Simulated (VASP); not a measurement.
# Cl: single point with PBE

The system is Cl, in a box.

```
CELL_PARAMETERS angstrom
10.00000 0.00000 0.00000
0.00000 10.00000 0.00000
0.00000 0.00000 10.00000
ATOMIC_POSITIONS crystal
Cl 0.00000 0.00000 0.00000
```

- Program: VASP 6.6.1
- Task: single point
- Functional: PBE
- Potentials or basis: VASP PAW PBE potentials, release 64 (Cl)
- Cutoff: 400 eV
- k mesh: 1 × 1 × 1
- Occupations: fermi-dirac, width 0.1 eV
- Spin: collinear spin, ferromagnetic start
- Starting moments: [1.0] μB
- Dipole correction: no
- Further INCAR settings: ALGO = Normal; EDIFF = 1e-06; NBANDS = 14

```json
{"Gap between the frontier levels": "zero (filled and empty bands touch)", "Net moment": "1.00 μB per cell", "Site moments": "Cl +0.70 μB", "Valence electrons inside the program's atomic spheres": "Cl 4.90"}
```

Levels at points of the mesh, in eV from the Fermi level:
Spin up:
| k point | band 2 | band 3 | band 4 | band 5 | band 6 | band 7 |
| --- | --- | --- | --- | --- | --- | --- |
| (0.00, 0.00, 0.00) | -0.95 | -0.95 | -0.95 | 7.41 | 8.93 | 9.02 |
Spin down:
| k point | band 2 | band 3 | band 4 | band 5 | band 6 | band 7 |
| --- | --- | --- | --- | --- | --- | --- |
| (0.00, 0.00, 0.00) | -0.07 | -0.07 | -0.07 | 7.47 | 8.99 | 9.07 |

It took 53 s on 1 thread of Intel(R) Xeon(R) 6975P-C (Granite Rapids), on a shared host, peak memory 0.87 GiB.
